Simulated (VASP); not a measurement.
Crystal: GeW.

```
Ge W
1.0
     0.00000    2.57761    2.57761
     2.57761    0.00000    2.57761
     2.57761    2.57761    0.00000
Ge W
1 1
Direct
  0.50000 0.50000 0.50000
  0.00000 0.00000 0.00000
```

```yaml
Program: VASP 6.6.1
Task: relaxation of cell and atoms
Functional: PBE
Potentials_or_basis: VASP PAW PBE potentials, release 64 (Ge_d, W_sv)
Cutoff: 600 eV
k_mesh: 9 × 9 × 9
Occupations: fermi-dirac, width 0.05 eV
Spin: no spin polarisation
Hubbard_terms: W d U = 6.0 eV
```

At the start: pressure 5.9 GPa; volume 17.13 Å³/atom.

How do energy, volume and symmetry change on relaxing?

Over 3 steps the energy falls by 10.5 meV/atom and the volume is 17.72 Å³/atom (+3.5 %); space group Fm-3m (No. 225, to 0.05 Å).

Step by step:
| step | energy change (eV) | largest force (eV/Å) | pressure (GPa) | volume (Å³) |
| --- | --- | --- | --- | --- |
| 1 | 0.0000 | 0.0000 | 5.92 | 34.25 |
| 2 | 0.0334 | 0.0000 | -8.06 | 37.48 |
| 3 | -0.0210 | 0.0000 | 0.04 | 35.45 |

Final structure:
```
Ge W
1.0
     0.00000    2.60726    2.60726
     2.60726    0.00000    2.60726
     2.60726    2.60726    0.00000
Ge W
1 1
Cartesian
  2.6073 2.6073 2.6073
  0.0000 0.0000 0.0000
```

Caveat: U without spin polarisation on a metal has little footing; the U is typed as a test and isn't derived for this compound.
